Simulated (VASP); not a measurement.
SiNi:

```
CELL_PARAMETERS angstrom
5.17310 0.00000 0.00000
0.00000 3.33810 0.00000
0.00000 0.00000 5.60490
ATOMIC_POSITIONS crystal
Si 0.32128 0.75000 0.08250
Si 0.17872 0.25000 0.58250
Si 0.82128 0.75000 0.41750
Si 0.67872 0.25000 0.91750
Ni 0.00779 0.25000 0.18752
Ni 0.49221 0.75000 0.68752
Ni 0.50779 0.25000 0.31248
Ni 0.99221 0.75000 0.81248
```

| Property | Result |
| --- | --- |
| Program | VASP 6.6.1 |
| Task | relaxation of cell and atoms |
| Functional | PBEsol |
| Potentials or basis | VASP PAW PBE potentials, release 64 (Si, Ni) |
| Cutoff | 600 eV |
| k mesh | 8 × 10 × 6 |
| Occupations | gaussian, width 0.05 eV |
| Spin | no spin polarisation |

At the start: pressure -4.2 GPa; volume 12.10 Å³/atom.

Question: Where does the relaxation end?

Answer: Over 10 steps the energy falls by 4.7 meV/atom and the volume is 11.81 Å³/atom (-2.3 %); space group Pnma (No. 62, to 0.1 Å) before and after.

Step by step:
```
step  energy change (eV)  largest force (eV/Å)  pressure (GPa)  volume (Å³)
   1              0.0000                0.0714           -4.16        96.79
   2              0.0008                0.1156            4.76        92.45
   3             -0.0298                0.0653            0.08        94.59
   4             -0.0320                0.0546            0.07        94.58
   5             -0.0352                0.0545            0.06        94.52
   6             -0.0368                0.0264           -0.09        94.58
   7             -0.0370                0.0373           -0.15        94.61
   8             -0.0373                0.0197            0.20        94.43
   9             -0.0373                0.0200            0.22        94.43
  10             -0.0375                0.0054           -0.03        94.52
```

Final structure:
```xyz
8
Lattice="5.0913 0.0000 0.0000 0.0000 3.3576 0.0000 0.0000 0.0000 5.5291" Properties=species:S:1:pos:R:3 pbc="T T T"
Si    1.6365    2.5182    0.4781
Si    0.9091    0.8394    3.2427
Si    4.1822    2.5182    2.2864
Si    3.4547    0.8394    5.0510
Ni    0.0483    0.8394    1.0355
Ni    2.4973    2.5182    3.8001
Ni    2.5940    0.8394    1.7291
Ni    5.0429    2.5182    4.4936
```

Caveat: the PAW data sets were made with another functional, which shifts forces and pressure a little.
